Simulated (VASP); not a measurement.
# PbO (P4/nmm) in VASP: further runs

Runs on PbO. Level: LDA. Tasks: electric field gradients.

Everything below comes from runs of VASP 6.6.1. Logs are shortened: lines on timing, memory, paths and dates and some standing lists are left out, and cuts for length are marked.

## (1) The cell of the first run

It takes space group P4/nmm (No. 129, tetragonal). The conventional cell has a = 3.895 Å, b = 3.895 Å, c = 5.022 Å, α = 90.00°, β = 90.00°, γ = 90.00°. Within 3.0 Å of Pb (site symmetry 4mm) lie 4 O at 2.28 Å. O (site symmetry -4m2) has 4 Pb at 2.28 Å and 4 O at 2.75 Å within 3.0 Å.

## (2) Electric field gradients, LDA (equal xx and yy strain of -2 %)

Input file INCAR:

```
SYSTEM = PbO
  PREC = Accurate
  ENCUT = 520
  EDIFF = 1E-8
  ISMEAR = -1
  SIGMA = 0.03
  LREAL = .FALSE.
  LASPH = .TRUE.
  NELM = 100
  ALGO = Normal
  ISIF = 2
  LWAVE = .FALSE.
  LCHARG = .FALSE.
  LEFG = .TRUE.
  NBANDS = 28
```

Input file KPOINTS:

```
Automatic mesh
0
G
  7 7 6
  0 0 0
```

Input file POSCAR:

```
PbO
1.0
    3.8949120000      0.0000000000      0.0000000000
    0.0000000000      3.8949120000      0.0000000000
    0.0000000000      0.0000000000      5.0220000000
Pb O
2 2
Direct
    0.0000000000      0.5000000000      0.2351000000
    0.5000000000      0.0000000000      0.7649000000
    0.0000000000      0.0000000000      0.0000000000
    0.5000000000      0.5000000000      0.0000000000
```

Potentials or basis: VASP PAW LDA potentials, release 64 (Pb_d, O).

On the command line:

```
$ cat potpaw_LDA.64/Pb_d/POTCAR potpaw_LDA.64/O/POTCAR > POTCAR
$ mpirun -np 1 vasp_std > vasp.out
```

OUTCAR:

```text
SYSTEM = PbO
   PREC = Accurate
   ENCUT = 520
   EDIFF = 1E-8
   ISMEAR = -1
   LREAL = .FALSE.
   LASPH = .TRUE.
   NELM = 100
   ISIF = 2

 ion  position               nearest neighbor table
   1  0.000  0.500  0.235-   3 2.28   4 2.28   3 2.28   4 2.28   2 3.63   2 3.63   2 3.63   2 3.63
                             2 3.83   2 3.83   2 3.83   2 3.83
   2  0.500  0.000  0.765-   3 2.28   4 2.28   4 2.28   3 2.28   1 3.63   1 3.63   1 3.63   1 3.63
                             1 3.83   1 3.83   1 3.83   1 3.83
   3  0.000  0.000  0.000-   1 2.28   2 2.28   1 2.28   2 2.28
   4  0.500  0.500  0.000-   1 2.28   2 2.28   2 2.28   1 2.28

  LATTYP: Found a simple tetragonal cell.
 ALAT       =     3.8949120000
 C/A-ratio  =     1.2893744454

  Lattice vectors:

 A1 = (   3.8949120000,   0.0000000000,   0.0000000000)
 A2 = (   0.0000000000,   3.8949120000,   0.0000000000)
 A3 = (   0.0000000000,   0.0000000000,   5.0220000000)

Analysis of symmetry for initial positions (statically):
=====================================================================
 Subroutine PRICEL returns:
 Original cell was already a primitive cell.

 Routine SETGRP: Setting up the symmetry group for a
 simple tetragonal supercell.

 Subroutine GETGRP returns: Found 16 space group operations
 (whereof  8 operations were pure point group operations)
 out of a pool of 16 trial point group operations.

The static configuration has the point symmetry D_2d.
 The point group associated with its full space group is D_4h.

Analysis of symmetry for dynamics (positions and initial velocities):
=====================================================================
 Subroutine PRICEL returns:
 Original cell was already a primitive cell.

 Routine SETGRP: Setting up the symmetry group for a
 simple tetragonal supercell.

 Subroutine GETGRP returns: Found 16 space group operations
 (whereof  8 operations were pure point group operations)
 out of a pool of 16 trial point group operations.

The dynamic configuration has the point symmetry D_2d.
 The point group associated with its full space group is D_4h.

 Subroutine INISYM returns: Found 16 space group operations
 (whereof  8 operations are pure point group operations),
 and found     1 'primitive' translations

----------------------------------------------------------------------------------------

                                     Primitive cell

  volume of cell :      76.1854

  direct lattice vectors                    reciprocal lattice vectors
     3.894912000  0.000000000  0.000000000     0.256745210  0.000000000  0.000000000
     0.000000000  3.894912000  0.000000000     0.000000000  0.256745210  0.000000000
     0.000000000  0.000000000  5.022000000     0.000000000  0.000000000  0.199123855

  length of vectors
     3.894912000  3.894912000  5.022000000     0.256745210  0.256745210  0.199123855

  position of ions in fractional coordinates (direct lattice)
     0.000000000  0.500000000  0.235100000
     0.500000000  0.000000000  0.764900000
     0.000000000  0.000000000  0.000000000
     0.500000000  0.500000000  0.000000000

  ion indices of the primitive-cell ions
   primitive index   ion index
                 1           1
                 2           2
                 3           3
                 4           4

----------------------------------------------------------------------------------------

 KPOINTS: Automatic mesh

Automatic generation of k-mesh.
 Grid dimensions read from file:
 generate k-points for:    7    7    6

 Generating k-lattice:

  Cartesian coordinates                     Fractional coordinates (reciprocal lattice)
     0.036677887  0.000000000  0.000000000     0.142857143  0.000000000  0.000000000
     0.000000000  0.036677887  0.000000000     0.000000000  0.142857143  0.000000000
     0.000000000  0.000000000  0.033187309     0.000000000  0.000000000  0.166666667

  Length of vectors
     0.036677887  0.036677887  0.033187309

  Shift w.r.t. Gamma in fractional coordinates (k-lattice)
[... 36 lines left out ...]
   total plane-waves  NPLWV =  36000
   dimension x,y,z NGX =    30 NGY =   30 NGZ =   40
   dimension x,y,z NGXF=    60 NGYF=   60 NGZF=   80
   ions per type =               2   2
   NGX,Y,Z   is equivalent  to a cutoff of  12.80, 12.80, 13.24 a.u.
   NGXF,Y,Z  is equivalent  to a cutoff of  25.61, 25.61, 26.48 a.u.
 SYSTEM =  PbO
   PREC   = accura    normal or accurate (medium, high low for compatibility)
   ISTART =      0    job   : 0-new  1-cont  2-samecut
   ICHARG =      2    charge: 1-file 2-atom 10-const
   ISPIN  =      1    spin polarized calculation?
   LNONCOLLINEAR =      F non collinear calculations
   LSORBIT =      F    spin-orbit coupling
   LASPH  =      T    aspherical Exc in radial PAW
   ENCUT  =  520.0 eV  38.22 Ry    6.18 a.u.   7.24  7.24  9.34*2*pi/ulx,y,z
   NELM   =    100;   NELMIN=  2; NELMDL= -5     # of ELM steps
   EDIFF  = 0.1E-07   stopping-criterion for ELM
   LREAL  =      F    real-space projection
   EDIFFG = 0.1E-06   stopping-criterion for IOM
   NSW    =      0    number of steps for IOM
   IBRION =     -1    ionic relax: 0-MD 1-quasi-New 2-CG
   NFREE  =      0    steps in history (QN), initial steepest desc. (CG)
   ISIF   =      2    stress and relaxation
   ISYM   =      2    0-nonsym 1-usesym 2-fastsym
   POTIM  = 0.5000    time-step for ionic-motion
   TEBEG  =    0.0;   TEEND  =   0.0 temperature during run
   PSTRESS=    0.0 pullay stress
   NELECT =      40.0000    total number of electrons
   NUPDOWN=      -1.0000    fix difference up-down
   EMIN   =  10.00;   EMAX   =-10.00  energy-range for DOS
   EFERMI =   0.00;   METHOD = LEGACY
   ISMEAR =    -1;   SIGMA  =   0.03  broadening in eV -4-tet -1-fermi 0-gaus
   EFERMI_NEDOS =   21; number of points for ismear=-14 and -15
   IALGO  =     38    algorithm
   IMIX   =      4    mixing-type and parameters
     AMIX     =   0.40;   BMIX     =  1.00
     AMIX_MAG =   1.60;   BMIX_MAG =  1.00
  volume/ion in A,a.u.               =      19.05       128.53
  Fermi-wavevector in a.u.,A,eV,Ry     =   1.320700  2.495761 23.731939  1.744248
  Thomas-Fermi vector in A             =   2.450507
   LORBIT       =      0    0 simple, 1 ext, 2 COOP (PROOUT), +10 PAW based schemes
   GGA     = CA    functional components
   LHFCALC =     F    Hartree Fock is set to
   AEXX    =    0.0000 exact exchange contribution
   IVDW    =     0    specifies the selected vdW correction
   LEPSILON=     F    determine dielectric tensor
   LRPA    =     F    only Hartree local field effects (RPA)
 non-spin polarized calculation
  energy-cutoff  :      520.00
  volume of cell :       76.19
 maximum number of plane-waves:      2066
 NGX is ok and might be reduce to    30
   NGX = 15   NGY = 15   NGZ = 19

 number of electron      39.9999999 magnetization

 Free energy of the ion-electron system (eV)
  ---------------------------------------------------
  ext. energy  EPLUGINS =         0.00000000
  ---------------------------------------------------
  free energy    TOTEN  =       -24.38311573 eV

  energy without entropy =      -24.38311573  energy(sigma->0) =      -24.38311573

 E-fermi :   6.1156     XC(G=0): -10.4959

 val. band max:        5.4264722405   @ k =   0.0000   0.0000   0.0000
 cond. band min:       6.7601539370   @ k =   0.4286   0.4286   0.0000
 fundamental gap:      1.3336816965
 Fermi energy:         6.1156466930

 k-point     1 :       0.0000    0.0000    0.0000
  band No.  band energies     occupation
      1     -13.3132      2.00000
      2     -12.6327      2.00000
      3     -10.6981      2.00000
      4     -10.6981      2.00000
      5     -10.6235      2.00000
      6     -10.6098      2.00000
[... 733 lines left out ...]
     27      14.6497      0.00000
     28      15.4364      0.00000

 [... further k-points ...]
[... 5 lines left out ...]
  --------------------------------------------------------------------------------------
  -------------------------------------------------------------------------------------
  Total        1.2900007      1.2900007      0.7263740      0.0000000      0.0000000      0.0000000
  in kB       27.1286701     27.1286701     15.2756203      0.0000000      0.0000000      0.0000000
  external PRESSURE =      23.1776535 kB  Pullay stress =       0.0000000 kB

 VOLUME and BASIS-vectors are now :
 -----------------------------------------------------------------------------
  energy-cutoff  :      520.00
  volume of cell :       76.19
      direct lattice vectors                 reciprocal lattice vectors
     3.894912000  0.000000000  0.000000000     0.256745210  0.000000000  0.000000000
     0.000000000  3.894912000  0.000000000     0.000000000  0.256745210  0.000000000
     0.000000000  0.000000000  5.022000000     0.000000000  0.000000000  0.199123855

 POSITION                                       TOTAL-FORCE (eV/Angst)
 -----------------------------------------------------------------------------------
      0.00000      1.94746      1.18067        -0.000000      0.000000      0.408697
      1.94746      0.00000      3.84133         0.000000      0.000000     -0.408697
      0.00000      0.00000      0.00000         0.000000     -0.000000      0.000000
      1.94746      1.94746      0.00000         0.000000      0.000000      0.000000
 -----------------------------------------------------------------------------------
    total drift:                                0.000000      0.000000     -0.000000

  FREE ENERGIE OF THE ION-ELECTRON SYSTEM (eV)
  ---------------------------------------------------
  free  energy   TOTEN  =       -24.3831157291 eV

  energy  without entropy=      -24.3831157291  energy(sigma->0) =      -24.38311573

 Electric field gradients (V/A^2)
---------------------------------------------------------------------
 ion       V_xx      V_yy      V_zz      V_xy      V_xz      V_yz
---------------------------------------------------------------------
   1     126.736   126.736  -253.472     0.000     0.000     0.000
   2     126.736   126.736  -253.472     0.000     0.000     0.000
   3      -0.753    -0.753     1.506    -0.000     0.000     0.000
   4      -0.753    -0.753     1.506     0.000     0.000    -0.000
---------------------------------------------------------------------

 Electric field gradients after diagonalization (V/A^2)
 (convention: |V_zz| > |V_xx| > |V_yy|)
----------------------------------------------------------------------
 ion       V_xx      V_yy      V_zz     asymmetry (V_yy - V_xx)/ V_zz
----------------------------------------------------------------------
   1     126.736   126.736  -253.472       0.000
   2     126.736   126.736  -253.472       0.000
   3      -0.753    -0.753     1.506       0.000
   4      -0.753    -0.753     1.506       0.000
----------------------------------------------------------------------

           NMR quadrupolar parameters

 Cq : quadrupolar parameter    Cq=e*Q*V_zz/h
 eta: asymmetry parameters     (V_yy - V_xx)/ V_zz
 Q  : nuclear electric quadrupole moment in mb (millibarn)
----------------------------------------------------------------------
 ion       Cq(MHz)       eta       Q (mb)
----------------------------------------------------------------------
   1      -0.613       0.000       1.000
   2      -0.613       0.000       1.000
   3       0.004       0.000       1.000
   4       0.004       0.000       1.000
----------------------------------------------------------------------
```

It took 3.2 min on 1 thread of AMD EPYC 7R13, shared host; peak memory 0.17 GiB.

Results:

```
Free energy                             : -24.3831 eV
Pressure                                : 2.3 GPa
Largest force                           : 0.409 eV/Å
Band gap on the k mesh                  : 1.33 eV (least direct gap 2.32 eV)
Largest electric field gradient by atom : Pb -253.5; O +1.5 V/Å²
```

Forces on the atoms (eV/Å):
```
Pb   0.000  0.000  0.409
Pb   0.000  0.000 -0.409
O    0.000  0.000  0.000
O    0.000  0.000  0.000
```

Levels at points of the mesh, in eV from the valence-band top:
```tsv
k point	band 17	band 18	band 19	band 20	band 21	band 22	band 23	band 24
(0.00, 0.00, 0.00)	-1.99	-1.93	-1.93	0.00	2.37	5.21	5.72	5.72
(0.00, 0.00, 0.50)	-2.02	-1.96	-1.96	-1.26	1.87	3.95	3.95	4.35
```

Electric field gradients, principal values (V/Å²):
| atom | least | middle | greatest (by size) |
| --- | --- | --- | --- |
| 1 Pb | 126.736 | 126.736 | -253.472 |
| 2 Pb | 126.736 | 126.736 | -253.472 |
| 3 O | -0.753 | -0.753 | 1.506 |
| 4 O | -0.753 | -0.753 | 1.506 |

Caveat: the cell differs from its parent crystal (equal xx and yy strain of -2 %); without QUAD_EFG the Cq values of the log hold for a quadrupole moment of 1 mb, not for the nuclei; spin-orbit coupling is left out, which moves the levels of the heavy elements. A k mesh can miss the band edges.

## (3) Electric field gradients, LDA (equal xx and yy strain of -1 %)

Input file INCAR:

```
SYSTEM = PbO
PREC = Accurate
ENCUT = 520
EDIFF = 1E-8
ISMEAR = -1
SIGMA = 0.03
LREAL = .False.
LASPH = .True.
NELM = 80
ALGO = Normal
ISIF = 2
LWAVE = .False.
LCHARG = .False.
GGA = CA
LEFG = .True.
NBANDS = 28
```

Input file KPOINTS:

```
regular mesh
0
Gamma
  7 7 6
  0 0 0
```

Edit POSCAR of step 2 so:

```diff
@@ -2,4 +2,4 @@
 1.0
-    3.8949120000      0.0000000000      0.0000000000
-    0.0000000000      3.8949120000      0.0000000000
+    3.9346560000      0.0000000000      0.0000000000
+    0.0000000000      3.9346560000      0.0000000000
     0.0000000000      0.0000000000      5.0220000000
```

Potentials or basis: VASP PAW LDA potentials, release 64 (Pb_d, O).

On the command line:

```
$ cat potpaw_LDA.64/Pb_d/POTCAR potpaw_LDA.64/O/POTCAR > POTCAR
$ mpirun -np 1 vasp_std > vasp.out
```

OUTCAR:

```text
SYSTEM = PbO
   PREC = Accurate
   ENCUT = 520
   EDIFF = 1E-8
   ISMEAR = -1
   LREAL = .False.
   LASPH = .True.
   NELM = 80
   ISIF = 2
   GGA = CA

 ion  position               nearest neighbor table
   1  0.000  0.500  0.235-   3 2.29   4 2.29   3 2.29   4 2.29   2 3.65   2 3.65   2 3.65   2 3.65
                             2 3.85   2 3.85   2 3.85   2 3.85
   2  0.500  0.000  0.765-   3 2.29   4 2.29   4 2.29   3 2.29   1 3.65   1 3.65   1 3.65   1 3.65
                             1 3.85   1 3.85   1 3.85   1 3.85
   3  0.000  0.000  0.000-   1 2.29   2 2.29   1 2.29   2 2.29
   4  0.500  0.500  0.000-   1 2.29   2 2.29   2 2.29   1 2.29

  LATTYP: Found a simple tetragonal cell.
 ALAT       =     3.9346560000
 C/A-ratio  =     1.2763504611

  Lattice vectors:

 A1 = (   3.9346560000,   0.0000000000,   0.0000000000)
 A2 = (   0.0000000000,   3.9346560000,   0.0000000000)
 A3 = (   0.0000000000,   0.0000000000,   5.0220000000)

Analysis of symmetry for initial positions (statically):
=====================================================================
 Subroutine PRICEL returns:
 Original cell was already a primitive cell.

 Routine SETGRP: Setting up the symmetry group for a
 simple tetragonal supercell.

 Subroutine GETGRP returns: Found 16 space group operations
 (whereof  8 operations were pure point group operations)
 out of a pool of 16 trial point group operations.

The static configuration has the point symmetry D_2d.
 The point group associated with its full space group is D_4h.

Analysis of symmetry for dynamics (positions and initial velocities):
[... 918 lines left out ...]

  FORCE on cell =-STRESS in cart. coord.  units (eV):
  Direction    XX          YY          ZZ          XY          YZ          ZX
  --------------------------------------------------------------------------------------
  -------------------------------------------------------------------------------------
  Total        0.1720314      0.1720314      0.0146380      0.0000000     -0.0000000      0.0000000
  in kB        3.5450973      3.5450973      0.3016482      0.0000000     -0.0000000      0.0000000
  external PRESSURE =       2.4639476 kB  Pullay stress =       0.0000000 kB

 VOLUME and BASIS-vectors are now :
 -----------------------------------------------------------------------------
  energy-cutoff  :      520.00
  volume of cell :       77.75
      direct lattice vectors                 reciprocal lattice vectors
     3.934656000  0.000000000  0.000000000     0.254151824  0.000000000  0.000000000
     0.000000000  3.934656000  0.000000000     0.000000000  0.254151824  0.000000000
     0.000000000  0.000000000  5.022000000     0.000000000  0.000000000  0.199123855

 POSITION                                       TOTAL-FORCE (eV/Angst)
 -----------------------------------------------------------------------------------
      0.00000      1.96733      1.18067        -0.000000      0.000000      0.147076
      1.96733      0.00000      3.84133         0.000000      0.000000     -0.147076
      0.00000      0.00000      0.00000        -0.000000      0.000000      0.000000
      1.96733      1.96733      0.00000        -0.000000     -0.000000      0.000000
 -----------------------------------------------------------------------------------
    total drift:                                0.000000      0.000000     -0.000000

  FREE ENERGIE OF THE ION-ELECTRON SYSTEM (eV)
  ---------------------------------------------------
  free  energy   TOTEN  =       -24.3993779931 eV

  energy  without entropy=      -24.3993779931  energy(sigma->0) =      -24.39937799

 Electric field gradients (V/A^2)
---------------------------------------------------------------------
 ion       V_xx      V_yy      V_zz      V_xy      V_xz      V_yz
---------------------------------------------------------------------
   1     119.688   119.688  -239.377     0.000    -0.000    -0.000
   2     119.688   119.688  -239.377    -0.000     0.000    -0.000
   3       0.366     0.366    -0.732    -0.000     0.000    -0.000
   4       0.366     0.366    -0.732     0.000     0.000    -0.000
---------------------------------------------------------------------

 Electric field gradients after diagonalization (V/A^2)
 (convention: |V_zz| > |V_xx| > |V_yy|)
----------------------------------------------------------------------
 ion       V_xx      V_yy      V_zz     asymmetry (V_yy - V_xx)/ V_zz
----------------------------------------------------------------------
   1     119.688   119.688  -239.377       0.000
   2     119.688   119.688  -239.377       0.000
   3       0.366     0.366    -0.732       0.000
   4       0.366     0.366    -0.732       0.000
----------------------------------------------------------------------

           NMR quadrupolar parameters

 Cq : quadrupolar parameter    Cq=e*Q*V_zz/h
 eta: asymmetry parameters     (V_yy - V_xx)/ V_zz
 Q  : nuclear electric quadrupole moment in mb (millibarn)
----------------------------------------------------------------------
 ion       Cq(MHz)       eta       Q (mb)
----------------------------------------------------------------------
   1      -0.579       0.000       1.000
   2      -0.579       0.000       1.000
   3      -0.002       0.000       1.000
   4      -0.002       0.000       1.000
----------------------------------------------------------------------
```

stdout:

```text
POSCAR found type information on POSCAR PbO
 POSCAR found :  2 types and       4 ions
 scaLAPACK will be used
 LDA part: xc-table for (Slater(with rela. corr.)+CA(PZ))
 , standard interpolation
 POSCAR, INCAR and KPOINTS ok, starting setup
 FFT: planning ... GRIDC
 FFT: planning ... GRID_SOFT
 FFT: planning ... GRID
 WAVECAR not read
 entering main loop
ion   1

ion   2

ion   3

ion   4
```

Run time: 3 min. Hardware: 1 thread of AMD EPYC 7R13, shared host; peak memory 0.17 GiB.

What came out:

* Free energy: -24.3994 eV
* Pressure: 0.2 GPa
* Largest force: 0.147 eV/Å
* Band gap on the k mesh: 1.39 eV (least direct gap 2.27 eV)
* Largest electric field gradient by atom: Pb -239.4; O -0.7 V/Å²

Forces in eV/Å, atoms in the order of the input:
```
Pb   0.000  0.000  0.147
Pb   0.000  0.000 -0.147
O    0.000  0.000  0.000
O    0.000  0.000  0.000
```

Electric field gradients, principal values (V/Å²):
```csv
atom,least,middle,greatest (by size)
1 Pb,119.688,119.688,-239.377
2 Pb,119.688,119.688,-239.377
3 O,0.366,0.366,-0.732
4 O,0.366,0.366,-0.732
```

Caveat: the cell differs from its parent crystal (equal xx and yy strain of -1 %); without QUAD_EFG the Cq values of the log hold for a quadrupole moment of 1 mb, not for the nuclei; spin-orbit coupling is left out, which moves the levels of the heavy elements. A k mesh can miss the band edges.

[end of part 1 of 2]
